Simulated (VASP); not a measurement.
# AlAs (gw) (F-43m) in VASP: single point with PBEsol

Aim: the single point of AlAs (gw) with PBEsol.

Program: VASP 6.6.1. These are calculated values, not measurements. Logs are shortened: lines on timing, memory, paths and dates and some standing lists are left out, and cuts for length are marked.

## (1) The cell of the first run

It takes space group F-43m (No. 216, cubic). The conventional cell has a = 5.675 Å, b = 5.675 Å, c = 5.675 Å, α = 90.00°, β = 90.00°, γ = 90.00°. Within 3.2 Å of Al (site symmetry -43m) lie 4 As at 2.46 Å. As (site symmetry -43m) has 4 Al at 2.46 Å within 3.2 Å.

## (2) Single point, PBEsol

File INCAR:

```
ALGO     = Normal         # electronic algorithm
EDIFF    = 1E-6           # SCF threshold, eV
ENCUT    = 500            # plane-wave cutoff, eV
GGA      = PS             # functional
GGA_COMPAT= False        
ISIF     = 2              # what is computed and relaxed
ISMEAR   = 0              # smearing method
LASPH    = True           # aspherical terms in the spheres
LCHARG   = False          # write CHGCAR
LREAL    = False          # projectors in reciprocal space
LWAVE    = False          # write WAVECAR
NBANDS   = 11             # bands
NELM     = 120            # most SCF steps
PREC     = Accurate       # precision mode
SIGMA    = 0.01           # smearing width, eV
```

File KPOINTS:

```
k-points
0
Gamma
  4 4 4
```

File POSCAR:

```
AlAs
1.0
    0.0000000000      2.8372990218      2.8372990218
    2.8372990218      0.0000000000      2.8372990218
    2.8372990218      2.8372990218      0.0000000000
Al As
1 1
Direct
    0.0000000000      0.0000000000      0.0000000000
    0.2500000000      0.2500000000      0.2500000000
```

Potentials or basis: VASP PAW PBE potentials, release 64 (Al, As).

The run is started by

```
$ cat potpaw_PBE.64/Al/POTCAR potpaw_PBE.64/As/POTCAR > POTCAR
$ mpirun -np 1 vasp_std > vasp.out
```

OUTCAR:

```text
EDIFF = 1E-6
   ENCUT = 500
   GGA = PS
   ISIF = 2
   ISMEAR = 0
   LASPH = True
   LREAL = False
   NELM = 120
   PREC = Accurate

 ion  position               nearest neighbor table
   1  0.000  0.000  0.000-   2 2.46   2 2.46   2 2.46   2 2.46
   2  0.250  0.250  0.250-   1 2.46   1 2.46   1 2.46   1 2.46

  LATTYP: Found a face centered cubic cell.
 ALAT       =     5.6745980436

  Lattice vectors:

 A1 = (   0.0000000000,   2.8372990218,   2.8372990218)
 A2 = (   2.8372990218,   0.0000000000,   2.8372990218)
 A3 = (   2.8372990218,   2.8372990218,   0.0000000000)

Analysis of symmetry for initial positions (statically):
=====================================================================
 Subroutine PRICEL returns:
 Original cell was already a primitive cell.

 Routine SETGRP: Setting up the symmetry group for a
 face centered cubic supercell.

 Subroutine GETGRP returns: Found 24 space group operations
 (whereof 24 operations were pure point group operations)
 out of a pool of 48 trial point group operations.

The static configuration has the point symmetry T_d .

Analysis of symmetry for dynamics (positions and initial velocities):
=====================================================================
 Subroutine PRICEL returns:
 Original cell was already a primitive cell.

 Routine SETGRP: Setting up the symmetry group for a
 face centered cubic supercell.

 Subroutine GETGRP returns: Found 24 space group operations
 (whereof 24 operations were pure point group operations)
 out of a pool of 48 trial point group operations.

The dynamic configuration has the point symmetry T_d .

 Subroutine INISYM returns: Found 24 space group operations
 (whereof 24 operations are pure point group operations),
 and found     1 'primitive' translations

----------------------------------------------------------------------------------------

                                     Primitive cell

  volume of cell :      45.6820

  direct lattice vectors                    reciprocal lattice vectors
     0.000000000  2.837299022  2.837299022    -0.176223936  0.176223936  0.176223936
     2.837299022  0.000000000  2.837299022     0.176223936 -0.176223936  0.176223936
     2.837299022  2.837299022  0.000000000     0.176223936  0.176223936 -0.176223936

  length of vectors
     4.012546757  4.012546757  4.012546757     0.305228810  0.305228810  0.305228810

  position of ions in fractional coordinates (direct lattice)
     0.000000000  0.000000000  0.000000000
     0.250000000  0.250000000  0.250000000

  ion indices of the primitive-cell ions
   primitive index   ion index
                 1           1
                 2           2

----------------------------------------------------------------------------------------

 KPOINTS: k-points

Automatic generation of k-mesh.
 Grid dimensions read from file:
 generate k-points for:    4    4    4

 Generating k-lattice:

  Cartesian coordinates                     Fractional coordinates (reciprocal lattice)
    -0.044055984  0.044055984  0.044055984     0.250000000  0.000000000  0.000000000
     0.044055984 -0.044055984  0.044055984     0.000000000  0.250000000  0.000000000
     0.044055984  0.044055984 -0.044055984     0.000000000  0.000000000  0.250000000

  Length of vectors
     0.076307202  0.076307202  0.076307202

  Shift w.r.t. Gamma in fractional coordinates (k-lattice)
     0.000000000  0.000000000  0.000000000

 Subroutine IBZKPT returns following result:
 ===========================================

 Found      8 irreducible k-points:

 Following reciprocal coordinates:
            Coordinates               Weight
  0.000000  0.000000  0.000000      1.000000
  0.250000  0.000000  0.000000      8.000000
  0.500000  0.000000  0.000000      4.000000
  0.250000  0.250000  0.000000      6.000000
  0.500000  0.250000  0.000000     24.000000
 -0.250000  0.250000  0.000000     12.000000
  0.500000  0.500000  0.000000      3.000000
 -0.250000  0.500000  0.250000      6.000000
   k-points           NKPTS =      8   k-points in BZ     NKDIM =      8   number of bands    NBANDS=     11
   number of dos      NEDOS =    301   number of ions     NIONS =      2
   total plane-waves  NPLWV =  27000
   dimension x,y,z NGX =    30 NGY =   30 NGZ =   30
   dimension x,y,z NGXF=    60 NGYF=   60 NGZF=   60
   ions per type =               1   1
   NGX,Y,Z   is equivalent  to a cutoff of  12.43, 12.43, 12.43 a.u.
   NGXF,Y,Z  is equivalent  to a cutoff of  24.86, 24.86, 24.86 a.u.
 SYSTEM =  unknown system
   PREC   = accura    normal or accurate (medium, high low for compatibility)
   ISTART =      0    job   : 0-new  1-cont  2-samecut
   ICHARG =      2    charge: 1-file 2-atom 10-const
   ISPIN  =      1    spin polarized calculation?
   LNONCOLLINEAR =      F non collinear calculations
   LSORBIT =      F    spin-orbit coupling
   LASPH  =      T    aspherical Exc in radial PAW
   ENCUT  =  500.0 eV  36.75 Ry    6.06 a.u.   7.32  7.32  7.32*2*pi/ulx,y,z
   NELM   =    120;   NELMIN=  2; NELMDL= -5     # of ELM steps
   EDIFF  = 0.1E-05   stopping-criterion for ELM
   LREAL  =      F    real-space projection
   EDIFFG = 0.1E-04   stopping-criterion for IOM
   NSW    =      0    number of steps for IOM
   IBRION =     -1    ionic relax: 0-MD 1-quasi-New 2-CG
   NFREE  =      0    steps in history (QN), initial steepest desc. (CG)
   ISIF   =      2    stress and relaxation
   ISYM   =      2    0-nonsym 1-usesym 2-fastsym
   POTIM  = 0.5000    time-step for ionic-motion
   TEBEG  =    0.0;   TEEND  =   0.0 temperature during run
   PSTRESS=    0.0 pullay stress
   NELECT =       8.0000    total number of electrons
   NUPDOWN=      -1.0000    fix difference up-down
   EMIN   =  10.00;   EMAX   =-10.00  energy-range for DOS
   EFERMI =   0.00;   METHOD = LEGACY
   ISMEAR =     0;   SIGMA  =   0.01  broadening in eV -4-tet -1-fermi 0-gaus
   EFERMI_NEDOS =   21; number of points for ismear=-14 and -15
   IALGO  =     38    algorithm
   IMIX   =      4    mixing-type and parameters
     AMIX     =   0.40;   BMIX     =  1.00
     AMIX_MAG =   1.60;   BMIX_MAG =  1.00
  volume/ion in A,a.u.               =      22.84       154.14
  Fermi-wavevector in a.u.,A,eV,Ry     =   0.915918  1.730833 11.413995  0.838905
  Thomas-Fermi vector in A             =   2.040714
   LORBIT       =      0    0 simple, 1 ext, 2 COOP (PROOUT), +10 PAW based schemes
   GGA     = PS    functional components
   LHFCALC =     F    Hartree Fock is set to
   AEXX    =    0.0000 exact exchange contribution
   IVDW    =     0    specifies the selected vdW correction
   LEPSILON=     F    determine dielectric tensor
   LRPA    =     F    only Hartree local field effects (RPA)
 non-spin polarized calculation
 Gauss-broadening in eV      SIGMA  =   0.01
  energy-cutoff  :      500.00
  volume of cell :       45.68
 maximum number of plane-waves:      1211
 NGX is ok and might be reduce to    30
   NGX = 15   NGY = 15   NGZ = 15

 number of electron       8.0000000 magnetization

 Free energy of the ion-electron system (eV)
  ---------------------------------------------------
  ext. energy  EPLUGINS =         0.00000000
  ---------------------------------------------------
  free energy    TOTEN  =        -9.94421247 eV

  energy without entropy =       -9.94421247  energy(sigma->0) =       -9.94421247

 E-fermi :   3.8900     XC(G=0):  -9.1505

 val. band max:        3.7822956773   @ k =   0.0000   0.0000   0.0000
 cond. band min:       5.0824935745   @ k =   0.5000   0.5000   0.0000
 fundamental gap:      1.3001978972
 Fermi energy:         3.8899946629

 k-point     1 :       0.0000    0.0000    0.0000
  band No.  band energies     occupation
      1      -8.0654      2.00000
      2       3.7823      2.00000
      3       3.7823      2.00000
      4       3.7823      2.00000
      5       5.6939      0.00000
      6       8.0018      0.00000
      7       8.0018      0.00000
      8       8.0018      0.00000
      9      12.4279      0.00000
     10      12.7307      0.00000
     11      12.7307      0.00000

 k-point     2 :       0.2500    0.0000    0.0000
  band No.  band energies     occupation
      1      -7.4891      2.00000
      2       0.3732      2.00000
      3       3.3021      2.00000
      4       3.3021      2.00000
      5       6.2887      0.00000
      6       8.6194      0.00000
      7       8.6194      0.00000
      8      10.1082      0.00000
      9      11.9946      0.00000
     10      11.9946      0.00000
     11      12.9632      0.00000

 k-point     3 :       0.5000    0.0000    0.0000
  band No.  band energies     occupation
      1      -6.6465      2.00000
      2      -1.8089      2.00000
      3       2.9568      2.00000
      4       2.9568      2.00000
      5       5.8144      0.00000
      6       8.3777      0.00000
      7       8.3777      0.00000
      8      11.3218      0.00000
      9      14.7782      0.00000
     10      15.2248      0.00000
     11      15.2248      0.00000

 k-point     4 :       0.2500    0.2500    0.0000
  band No.  band energies     occupation
      1      -7.2903      2.00000
      2       0.5504      2.00000
      3       2.4326      2.00000
      4       2.4326      2.00000
      5       6.2596      0.00000
      6       7.4441      0.00000
      7      10.5399      0.00000
      8      10.5399      0.00000
      9      11.0909      0.00000
     10      13.8209      0.00000
     11      15.8297      0.00000

 k-point     5 :       0.5000    0.2500    0.0000
  band No.  band energies     occupation
      1      -6.4171      2.00000
      2      -1.2773      2.00000
      3       1.0306      2.00000
      4       2.1612      2.00000
      5       6.2268      0.00000
      6       8.8507      0.00000
      7      10.0522      0.00000
      8      10.6317      0.00000
      9      13.9609      0.00000
     10      15.1208      0.00000
     11      16.5215      0.00000

 k-point     6 :      -0.2500    0.2500    0.0000
  band No.  band energies     occupation
      1      -6.7281      2.00000
      2      -0.7807      2.00000
      3       0.8886      2.00000
      4       2.8814      2.00000
      5       7.0787      0.00000
      6       9.4146      0.00000
      7       9.6080      0.00000
      8      10.0001      0.00000
      9      11.3368      0.00000
     10      13.9334      0.00000
     11      16.0926      0.00000

 k-point     7 :       0.5000    0.5000    0.0000
  band No.  band energies     occupation
      1      -6.0985      2.00000
      2      -1.6563      2.00000
      3       1.6012      2.00000
      4       1.6012      2.00000
      5       5.0825      0.00000
      6       5.9736      0.00000
      7      13.9878      0.00000
      8      13.9878      0.00000
      9      15.3733      0.00000
     10      16.2698      0.00000
     11      16.2698      0.00000

 k-point     8 :      -0.2500    0.5000    0.2500
  band No.  band energies     occupation
      1      -6.0659      2.00000
      2      -1.3101      2.00000
      3       0.5798      2.00000
      4       0.9298      2.00000
      5       7.9914      0.00000
      6       9.3500      0.00000
      7       9.3731      0.00000
      8       9.7216      0.00000
      9      14.2610      0.00000
     10      16.0018      0.00000
     11      16.2331      0.00000

------------------------ aborting loop because EDIFF is reached ----------------------------------------

  FORCE on cell =-STRESS in cart. coord.  units (eV):
  Direction    XX          YY          ZZ          XY          YZ          ZX
  --------------------------------------------------------------------------------------
  -------------------------------------------------------------------------------------
  Total        0.1618999      0.1618999      0.1618999      0.0000000      0.0000000      0.0000000
  in kB        5.6782160      5.6782160      5.6782160      0.0000000      0.0000000      0.0000000
  external PRESSURE =       5.6782160 kB  Pullay stress =       0.0000000 kB

 VOLUME and BASIS-vectors are now :
 -----------------------------------------------------------------------------
  energy-cutoff  :      500.00
  volume of cell :       45.68
      direct lattice vectors                 reciprocal lattice vectors
     0.000000000  2.837299022  2.837299022    -0.176223936  0.176223936  0.176223936
     2.837299022  0.000000000  2.837299022     0.176223936 -0.176223936  0.176223936
     2.837299022  2.837299022  0.000000000     0.176223936  0.176223936 -0.176223936

 POSITION                                       TOTAL-FORCE (eV/Angst)
 -----------------------------------------------------------------------------------
      0.00000      0.00000      0.00000        -0.000000     -0.000000     -0.000000
      1.41865      1.41865      1.41865         0.000000      0.000000      0.000000
 -----------------------------------------------------------------------------------
    total drift:                                0.000000      0.000000     -0.000000

  FREE ENERGIE OF THE ION-ELECTRON SYSTEM (eV)
  ---------------------------------------------------
  free  energy   TOTEN  =        -9.9442124652 eV

  energy  without entropy=       -9.9442124652  energy(sigma->0) =       -9.94421247
```

Run time: 8.9 s. Hardware: 1 thread of Intel Xeon 8259CL, shared host; peak memory 0.16 GiB.

What came out:

```
Free energy            : -9.9442 eV
Pressure               : 0.6 GPa
Band gap on the k mesh : 1.30 eV, indirect (least direct gap 1.91 eV)
```

Caveat: the k points lie up to 0.48 Å⁻¹ apart; the PAW data sets were made with another functional, which shifts forces and pressure a little.
